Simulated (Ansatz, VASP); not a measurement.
## LiCl in VASP and in Ansatz

The input INCAR:

```
ALGO = Normal ; EDIFF = 1E-7
ENCUT = 520 ; ISIF = 2
ISMEAR = -1 ; LASPH = T
LCHARG = F ; LREAL = F
LWAVE = F ; NBANDS = 12
NELM = 100 ; PREC = Accurate
SIGMA = 0.05
```

File KPOINTS:

```
k-points
0
Gamma
  9 9 9
```

Contents of POSCAR:

```
LiCl
1.0
    0.0000000000      2.5647700000      2.5647700000
    2.5647700000      0.0000000000      2.5647700000
    2.5647700000      2.5647700000      0.0000000000
Cl Li
1 1
Direct
    0.5000000000      0.5000000000      0.5000000000
    0.0000000000      0.0000000000      0.0000000000
```

input.yaml

```yaml
crystal:
  lattice:
    - [0.0, 2.56477, 2.56477]
    - [2.56477, 0.0, 2.56477]
    - [2.56477, 2.56477, 0.0]
  atoms:
    - { symbol: Cl, position: [0.5, 0.5, 0.5] }
    - { symbol: Li, position: [0.0, 0.0, 0.0] }
kpoints:
  mp_grid: { grid: [9, 9, 9] }
  band_path:
    path:
      - [0.0, 0.0, 0.0]
      - [0.5, 0.0, 0.5]
      - [0.5, 0.25, 0.75]
      - [0.375, 0.375, 0.75]
      - [0.0, 0.0, 0.0]
      - [0.5, 0.5, 0.5]
      - [0.625, 0.25, 0.625]
      - [0.5, 0.25, 0.75]
    npoints: 6
scf:
  occupations: { method: fermi_dirac, width: 0.05 }
hamiltonian:
  xc: lda
  pseudopotentials: { kind: all_electron, lapw: { basis_error: 0.001 } }
output:
  forces: true
  stress: true
  eigenvalues: true
```

Alike in both runs: functional LDA; k mesh 9 × 9 × 9; occupations fermi-dirac, width 0.05 eV; no spin polarisation.

|  | VASP | Ansatz |
| --- | --- | --- |
| version | VASP 6.6.1 | Ansatz 0.2.0 |
| potentials or method | VASP PAW LDA potentials, release 64 (Cl, Li_sv), cutoff 520 eV | all-electron LAPW, scalar-relativistic |
| task | single point | band structure |

VASP gave:

| Property | Result |
| --- | --- |
| gap on the k mesh at the Fermi level (eV) | 6.00 |
| least direct gap on the mesh (eV) | 6.00 |

Problem. Which values does Ansatz return?

Solution. gap on the k mesh at the Fermi level (eV): 5.99; least direct gap on the mesh (eV): 5.99.

LDA's correlation is that of Perdew and Zunger in VASP and of Perdew and Wang (1992) in Ansatz. Ansatz ran all-electron here, and VASP with PAW potentials.

Noted on VASP's run: the cutoff is short for stress, so the pressure is rough.
